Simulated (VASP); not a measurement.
Set up this calculation in VASP 6.6.1, as the native input.

| Item | Value |
| --- | --- |
| Task | single point |
| Functional | PBE |
| Dispersion | D3(BJ) |
| Potentials or basis | VASP PAW PBE potentials, release 64 (W_sv, Si) |
| Cutoff | 520 eV |
| k mesh | 6 × 6 × 1 |
| Occupations | gaussian, width 0.1 eV |
| Spin | no spin polarisation |
| Dipole correction | yes |
| Further INCAR settings | ALGO = Normal; EDIFF = 1e-06; NBANDS = 53 |

The structure of SiW6 lies in POSCAR:

```
SiW6
1.0
    4.4682526324      0.0000000000      0.0000000000
   -2.2341263162      3.8696202902      0.0000000000
    0.0000000000      0.0000000000     21.7259061349
W Si
6 1
Direct
    0.6666666667      0.3333333333      0.1841119986
    0.3333333333      0.6666666667      0.2260931360
    0.0000000000      0.0000000000      0.2680742733
    0.6666666667      0.3333333333      0.3070897866
    0.3333333333      0.6666666667      0.3466976876
    0.0000000000      0.0000000000      0.3832248047
    0.6666666667      0.2222222222      0.4982948038
```

The input as run:

INCAR

```
PREC = Accurate ; ENCUT = 520
EDIFF = 1E-6 ; ISMEAR = 0
SIGMA = 0.1 ; LREAL = False
LASPH = True ; NELM = 100
ALGO = Normal ; ISIF = 2
LWAVE = False ; LCHARG = True
LDIPOL = True ; IDIPOL = 3
DIPOL = 0.5 0.5 0.316 ; GGA = PE
IVDW = 12 ; LELF = True
LVHAR = True ; LVACPOTAV = True
NBANDS = 53
```

KPOINTS

```
Automatic mesh
0
Gamma
  6 6 1
```

Potentials or basis: VASP PAW PBE potentials, release 64 (W_sv, Si).

The run is started by

```sh
$ cat potpaw_PBE.64/W_sv/POTCAR potpaw_PBE.64/Si/POTCAR > POTCAR
$ mpirun -np 1 vasp_std > vasp.out
```

It gave:

The largest force is 2.120 eV/Å, the band gap on the k mesh is zero (band 44 reaches 0.37 eV, above the bottom of band 45 at 0.34 eV) and the dispersion energy per atom is -0.412 eV.

Caveat: spin-orbit coupling is left out, which moves the levels of the heavy elements.

It took 15 min on 1 thread of Intel(R) Xeon(R) Platinum 8375C CPU @ 2.90GHz (Ice Lake), on a shared host, peak memory 0.67 GiB.
